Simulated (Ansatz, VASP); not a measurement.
**Two plane-wave programs on LiH**

POSCAR

```
LiH
1.0
    2.4889002523      0.0000000000      0.0000000000
    0.0000000000      2.4889002523      0.0000000000
    0.0000000000      0.0000000000      2.4967717452
Li H
1 1
Direct
    0.0000000000      0.0000000000      0.0000000000
    0.5000000000      0.5000000000      0.5000000000
```

The input INCAR.step1:

```
SYSTEM = LiH
PREC = Accurate ; ENCUT = 520
EDIFF = 1E-5 ; ISMEAR = 0
SIGMA = 0.01 ; LREAL = .False.
LASPH = .True. ; NELM = 60
ALGO = Normal ; ISIF = 2
LWAVE = .True. ; LCHARG = .False.
GGA = PE ; NBANDS = 9
```

The input INCAR.step2:

```
SYSTEM = LiH
PREC = Accurate ; ENCUT = 520
EDIFF = 1E-6 ; ISMEAR = 0
SIGMA = 0.01 ; LREAL = .False.
LASPH = .True. ; NELM = 60
ALGO = Normal ; ISIF = 2
LWAVE = .False. ; LCHARG = .False.
GGA = PE ; LHFCALC = .True.
HFSCREEN = 0.2079 ; PRECFOCK = Normal
ISTART = 1 ; NBANDS = 9
```

Contents of KPOINTS:

```
regular mesh
0
Gamma
  8 8 8
  0 0 0
```

Input for Ansatz:

```yaml
crystal:
  lattice:
    - [2.4889002523, 0.0, 0.0]
    - [0.0, 2.4889002523, 0.0]
    - [0.0, 0.0, 2.4967717452]
  atoms:
    - { symbol: Li, position: [0.0, 0.0, 0.0] }
    - { symbol: H, position: [0.5, 0.5, 0.5] }
kpoints:
  mp_grid: { grid: [8, 8, 8] }
  band_path:
    path:
      - [0.0, 0.0, 0.0]
      - [0.0, 0.5, 0.0]
      - [0.5, 0.5, 0.0]
      - [0.5, 0.5, 0.5]
      - [0.0, 0.0, 0.5]
    npoints: 1
hamiltonian:
  xc: hse06
scf:
  occupations: { method: fixed }
  n_extra_bands: 4
output:
  forces: true
  stress: true
  eigenvalues: true
  write_density: true
  write_potential: true
  elf: true
  volumetric_format: npy
```

Change from the starting cell: epitaxial_xy strain -0.5%.

Alike in both runs: task single point; functional HSE06; k mesh 8 × 8 × 8; no spin polarisation.

```csv
,VASP,Ansatz
version,VASP 6.6.1,Ansatz 0.2.0
potentials or method,"VASP PAW PBE potentials, release 64 (Li_sv, H)","plane waves, PAW"
plane-wave cutoff (eV),520,420
occupations,"gaussian, width 0.01 eV",fixed
valence electrons in the cell,4,4
```

```tsv
	VASP	Ansatz	Ansatz less VASP
gap on the k mesh at the Fermi level (eV)	1.40	1.38	-0.022
```

Ansatz's warnings: stress exchange threshold loose, stress scf threshold loose.

Noted on VASP's run: the cutoff is short for stress, so the pressure is rough.
